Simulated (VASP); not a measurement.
Input of a VASP 6.6.1 run:

File INCAR:

```
PREC = Accurate ; ENCUT = 520
EDIFF = 1E-6 ; ISMEAR = 0
SIGMA = 0.1 ; LREAL = F
LASPH = T ; NELM = 80
ALGO = Normal ; ISIF = 2
LWAVE = F ; LCHARG = F
GGA = PE ; NBANDS = 42
```

File KPOINTS:

```
regular mesh
0
Gamma
  12 12 4
```

File POSCAR:

```
Ge2P
1.0
    3.5161157087      0.0000000000      0.0000000000
   -1.7580578543      3.0450455264      0.0000000000
    0.0000000000      0.0000000000     11.9969812995
Ge P
4 2
Direct
    0.0000000000      0.0000000000      0.3797212916
    0.0000000000      0.0000000000      0.1202787084
    0.0000000000      0.0000000000      0.8797212916
    0.0000000000      0.0000000000      0.6202787084
    0.6666666667      0.3333333333      0.2500000000
    0.3333333333      0.6666666667      0.7500000000
```

Potentials or basis: VASP PAW PBE potentials, release 64 (Ge_d, P).

Command:

```console
$ cat potpaw_PBE.64/Ge_d/POTCAR potpaw_PBE.64/P/POTCAR > POTCAR
$ mpirun -np 1 vasp_std > vasp.out
```

Task: Predict the band gap on the k mesh.

Result: Zero (bands 33 and 34 overlap by 4.06 eV).

Task: What does it give for the pressure?

Result: -0.1 GPa.

Task: Estimate the largest force.

Result: 0.004 eV/Å.

Forces in eV/Å, atoms in the order of the input:
```
Ge   0.000  0.000  0.004
Ge   0.000  0.000 -0.004
Ge   0.000  0.000  0.004
Ge   0.000  0.000 -0.004
P    0.000  0.000  0.000
P    0.000  0.000  0.000
```
